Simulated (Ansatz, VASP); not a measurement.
**One calculation of NaTa2, two programs**

```
Na Ta
1.0
     3.11265    0.00000    0.00000
    -1.55633    2.69564    0.00000
     0.00000    0.00000   12.10695
Na Ta
2 4
Direct
  0.33333 0.66667 0.25000
  0.66667 0.33333 0.75000
  0.33333 0.66667 0.62750
  0.66667 0.33333 0.12750
  0.33333 0.66667 0.87250
  0.66667 0.33333 0.37250
```

Alike in both runs: task single point; functional PBE; k mesh 6 × 6 × 2; occupations gaussian, width 0.1 eV; no spin polarisation.

|  | VASP | Ansatz |
| --- | --- | --- |
| version | VASP 6.6.1 | Ansatz 0.2.0 |
| potentials or method | VASP PAW PBE potentials, release 64 (Na_pv, Ta_pv), cutoff 520 eV | scalar-relativistic, plane waves, PAW |
| valence electrons in the cell | 58 | 70 |

```csv
,VASP,Ansatz,Ansatz less VASP
gap on the k mesh at the Fermi level (eV),none,none,-
rms of the force components (eV/Å),3.727,3.700,-0.0271
```

Atom by atom the forces differ by 0.027 eV/Å (rms over components). A gap of «none» marks a metal or a gap that the smearing closes. The functional is the same, so the differences come from potentials, cutoffs and numerics. VASP's potentials hold 58 valence electrons a cell and Ansatz's 70, so a difference there can come from the potentials and not from the codes.

The k mesh is coarse, so the values compare programs but aren't converged. Spin-orbit coupling is off throughout.
